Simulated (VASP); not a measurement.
Input of a VASP 6.6.1 run:

INCAR

```
PREC = Accurate
ENCUT = 600
EDIFF = 1E-6
ISMEAR = -1
SIGMA = 0.05
LREAL = F
LASPH = T
NELM = 80
ALGO = Normal
ISIF = 3
LWAVE = F
LCHARG = F
GGA = PS
IBRION = 2
NSW = 80
EDIFFG = -0.02
```

File KPOINTS:

```
Automatic mesh
0
Gamma
  7 7 4
```

POSCAR

```
CdS
1.0
    4.1500000000      0.0000000000      0.0000000000
   -2.0750000000      3.5940054257      0.0000000000
    0.0000000000      0.0000000000      6.7370000000
Cd S
2 2
Direct
    0.6666666667      0.3333333333      0.5000000000
    0.3333333333      0.6666666667      0.0000000000
    0.6666666667      0.3333333333      0.8750000000
    0.3333333333      0.6666666667      0.3750000000
```

Potentials or basis: VASP PAW PBE potentials, release 64 (Cd, S).

Launch:

```bash
$ cat potpaw_PBE.64/Cd/POTCAR potpaw_PBE.64/S/POTCAR > POTCAR
$ mpirun -np 1 vasp_std > vasp.out
```

Question: What does it give for the space group after relaxing (to 0.05 Å)?

Answer: P6_3mc (No. 186).

Question: Estimate the relaxed volume.

Answer: 24.83 Å³/atom.

Forces in eV/Å, atoms in the order of the input:
```
Cd   0.000  0.000 -0.018
Cd   0.000  0.000 -0.018
S    0.000  0.000  0.018
S    0.000  0.000  0.018
```

Caveat: the PAW data sets were made with another functional, which shifts forces and pressure a little.
